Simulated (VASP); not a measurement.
## WSe2: single point with PBE+D3(BJ)

**Measured values to compare with.**

“Time-resolved XUV ARPES with tunable 24–33 eV laser pulses at 30 meV resolution”, 2019, pmc:6684652 reports, for a bulk crystal of WSe2: band gap 1.3 eV (indirect).

The system is WSe2.

```
W Se
1.0
     3.27902    0.00000    0.00000
    -1.63951    2.83971    0.00000
     0.00000    0.00000   12.78851
W Se
2 4
Direct
  0.33333 0.66667 0.25000
  0.66667 0.33333 0.75000
  0.33333 0.66667 0.61829
  0.66667 0.33333 0.11829
  0.33333 0.66667 0.88171
  0.66667 0.33333 0.38171
```

```
Program             : VASP 6.6.1
Task                : single point
Functional          : PBE
Dispersion          : D3(BJ)
Potentials or basis : VASP PAW PBE potentials, release 64 (W_sv, Se)
Cutoff              : 520 eV
k mesh              : 9 × 9 × 2
Occupations         : gaussian, width 0.02 eV
Spin                : no spin polarisation
```

```
Pressure                   : 0.3 GPa
Largest force              : 0.047 eV/Å
Band gap on the k mesh     : 0.99 eV, indirect (least direct gap 1.56 eV)
Dispersion energy per atom : -0.475 eV
```

Forces on the atoms (eV/Å):
```
W    0.000  0.000  0.000
W    0.000  0.000  0.000
Se   0.000  0.000 -0.047
Se   0.000  0.000 -0.047
Se   0.000  0.000  0.047
Se   0.000  0.000  0.047
```

Stress tensor (GPa, compression positive):
```
0.28 0.00 0.00
0.00 0.28 0.00
0.00 0.00 0.39
```

Levels at points of the mesh, in eV from the valence-band top:
| k point | band 22 | band 23 | band 24 | band 25 | band 26 | band 27 | band 28 | band 29 | band 30 | band 31 |
| --- | --- | --- | --- | --- | --- | --- | --- | --- | --- | --- |
| (0.00, 0.00, 0.00) | -1.46 | -1.46 | -1.20 | -0.96 | 0.00 | 2.63 | 2.63 | 2.68 | 2.68 | 2.69 |
| (0.00, 0.00, 0.50) | -1.50 | -1.50 | -1.50 | -0.20 | -0.20 | 2.63 | 2.63 | 2.63 | 2.63 | 2.84 |

Wall time 120 s on 1 thread of Intel(R) Xeon(R) Platinum 8259CL CPU @ 2.50GHz (Skylake/Cascade Lake) (shared host), peak memory 0.27 GiB.

Against the measured gap of WSe2, 1.3 eV (indirect; “Time-resolved XUV ARPES with tunable 24–33 eV laser pulses at 30 meV resolution”, 2019, pmc:6684652), the calculated 0.99 eV is off by -0.31 eV. Spin-orbit coupling on Se, W is left out. The value is that of PBE+D3(BJ) on a finite k mesh, which can miss the band edges, without temperature or zero-point motion. Semilocal functionals fall short of measured gaps as a rule.

Caveat: spin-orbit coupling is left out, which moves the levels of the heavy elements.
